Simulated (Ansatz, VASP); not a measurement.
# Re: VASP beside Ansatz

```
CELL_PARAMETERS angstrom
2.74397 0.00000 0.00000
-1.37198 2.37634 0.00000
0.00000 0.00000 23.96176
ATOMIC_POSITIONS crystal
Re 0.66667 0.33333 0.31624
Re 0.33333 0.66667 0.40469
Re 0.00000 0.00000 0.50000
Re 0.66667 0.33333 0.59531
Re 0.33333 0.66667 0.68376
```

Alike in both runs: functional PBEsol; k mesh 15 × 15 × 1; occupations gaussian, width 0.1 eV; no spin polarisation.

Ansatz relaxed the structure, and its values are those at the end. VASP's run is a single point on that final structure, the one shown.

|  | VASP | Ansatz |
| --- | --- | --- |
| version | VASP 6.6.1 | Ansatz 0.2.0 |
| potentials or method | VASP PAW PBE potentials, release 64 (Re), cutoff 520 eV | scalar-relativistic, plane waves, PAW |
| valence electrons in the cell | 35 | 75 |

```tsv
	VASP	Ansatz	Ansatz less VASP
gap on the k mesh at the Fermi level (eV)	none	none	-
rms of the force components (eV/Å)	0.021	0.005	-0.0162
work function, face that differs most (eV)	5.19	5.19	-0.005
```

VASP's potentials were made for PBE, not for PBEsol. A gap of «none» marks a metal or a gap that the smearing closes. VASP's potentials hold 35 valence electrons a cell and Ansatz's 75, so a difference there can come from the potentials and not from the codes.

Neither program's run includes spin-orbit coupling.
